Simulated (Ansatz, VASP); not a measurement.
## Two plane-wave programs on MgO

```
Mg O
1.0
     3.48638    0.00000    0.00000
    -1.74319    3.01929    0.00000
     0.00000    0.00000    4.17804
Mg O
2 2
Direct
  0.65361 0.32377 0.74309
  0.32027 0.65711 0.24309
  0.66667 0.33333 0.25000
  0.33333 0.66667 0.75000
```

Change from the starting cell: all Mg atoms moved -0.050 Å, as atom 1 along Cartesian [1 1 1].

Alike in both runs: task single point; functional r2SCAN; k mesh 6 × 6 × 6; no spin polarisation.

|  | VASP | Ansatz |
| --- | --- | --- |
| version | VASP 6.6.1 | Ansatz 0.2.0 |
| potentials or method | VASP PAW PBE potentials, release 64 (Mg, O), cutoff 520 eV | scalar-relativistic, plane waves, PAW |
| occupations | methfessel-paxton of order 1, width 0.02 eV | cold, width 0.02 eV |
| valence electrons in the cell | 16 | 32 |

```csv
,VASP,Ansatz,Ansatz less VASP
gap on the k mesh at the Fermi level (eV),4.08,4.10,+0.013
least direct gap on the mesh (eV),4.08,4.10,+0.013
pressure (GPa),-0.5,0.3,+0.79
"traceless stress, the component that is largest in VASP (GPa)",0.15,0.31,+0.164
rms of the force components (eV/Å),0.234,0.231,-0.0022
```

VASP's potentials were made for PBE, not for r2SCAN. Atom by atom the forces differ by 0.002 eV/Å (rms over components). VASP's potentials hold 16 valence electrons a cell and Ansatz's 32, so a difference there can come from the potentials and not from the codes.
